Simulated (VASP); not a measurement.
## Mg2Te3O: single point with PBE

Mg2Te3O:

```
CELL_PARAMETERS angstrom
3.76099 -5.93114 0.00000
3.76099 5.93114 0.00000
0.00000 0.00000 4.34460
ATOMIC_POSITIONS crystal
Mg 0.72906 0.72906 0.50000
Mg 0.27094 0.27094 0.50000
Te 0.68307 0.31693 0.50000
Te 0.31693 0.68307 0.50000
Te 0.00000 0.00000 0.00000
O 0.00000 0.00000 0.50000
```

The cell was generated, and may not be a known phase.

```yaml
Program: VASP 6.6.1
Task: single point
Functional: PBE
Potentials_or_basis: VASP PAW PBE potentials, release 64 (Mg, Te, O)
Cutoff: 520 eV
k_mesh: 8 × 8 × 8
Occupations: gaussian, width 0.1 eV
Spin: no spin polarisation
Dipole_correction: no
Further_INCAR_settings: ALGO = Normal; EDIFF = 1e-07; NBANDS = 23
```

The pressure is -0.1 GPa and the largest force is 0.017 eV/Å. The band gap on the k mesh is zero (bands 14 and 15 overlap by 1.05 eV).

Forces in eV/Å, atoms in the order of the input:
```
Mg   0.017  0.000  0.000
Mg  -0.017  0.000  0.000
Te   0.000 -0.008  0.000
Te   0.000  0.008  0.000
Te   0.000  0.000  0.000
O    0.000  0.000  0.000
```

Stress tensor (GPa, compression positive):
```
-0.08  0.00  0.00
 0.00  0.02  0.00
 0.00  0.00 -0.10
```

Levels at points of the mesh, in eV from the Fermi level:
```
           k point  band 10  band 11  band 12  band 13  band 14  band 15  band 16  band 17  band 18  band 19
(0.00, 0.00, 0.00)    -1.45    -0.77     0.00     0.08     0.56     0.72     2.49     4.97     5.25     5.48
(0.50, 0.00, 0.00)    -1.14    -0.55    -0.53     0.22     0.29     0.53     2.96     4.69     4.77     4.92
(0.50, 0.50, 0.00)    -0.68    -0.49    -0.29     0.27     0.35     0.41     3.44     4.34     4.59     4.63
(0.00, 0.00, 0.50)    -1.62    -1.58    -1.33    -0.84    -0.58    -0.36     0.49     3.16     4.34     4.77
(0.50, 0.00, 0.50)    -1.77    -1.61    -1.19    -0.74    -0.66    -0.25     1.00     3.62     4.29     4.58
(0.50, 0.50, 0.50)    -2.08    -1.82    -1.43    -0.42    -0.36    -0.01     0.95     3.38     4.48     5.04
```

Run time: 13 min on 1 thread of Intel Xeon 8259CL, on a shared host, peak memory 0.62 GiB.

Caveat: spin-orbit coupling is left out, which moves the levels of the heavy elements.
